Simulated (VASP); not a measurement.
**Cu: single point with LDA**

Cu:

```
Cu
1.0
     0.00000    1.75882    1.75882
     1.75882    0.00000    1.75882
     1.75882    1.75882    0.00000
Cu
1
Cartesian
  0.0000 0.0000 0.0000
```

| Property | Result |
| --- | --- |
| Program | VASP 6.6.1 |
| Task | single point |
| Functional | LDA |
| Potentials or basis | VASP PAW LDA potentials, release 64 (Cu) |
| Cutoff | 520 eV |
| k mesh | 15 × 15 × 15 |
| Occupations | fermi-dirac, width 0.1 eV |
| Spin | no spin polarisation |
| Dipole correction | no |
| Further INCAR settings | ALGO = Normal; EDIFF = 1e-06; NBANDS = 12 |

| Quantity | Value |
| --- | --- |
| Pressure | 0.9 GPa |

Levels at points of the mesh, in eV from the Fermi level:
| k point | band 2 | band 3 | band 4 | band 5 | band 6 | band 7 | band 8 | band 9 | band 10 | band 11 |
| --- | --- | --- | --- | --- | --- | --- | --- | --- | --- | --- |
| (0.00, 0.00, 0.00) | -3.43 | -3.43 | -3.43 | -2.48 | -2.48 | 23.24 | 26.37 | 26.37 | 26.37 | 28.98 |

It took 11 s on 1 thread of AMD EPYC 7R13 Processor (Zen 3) (shared host), peak memory 0.09 GiB.
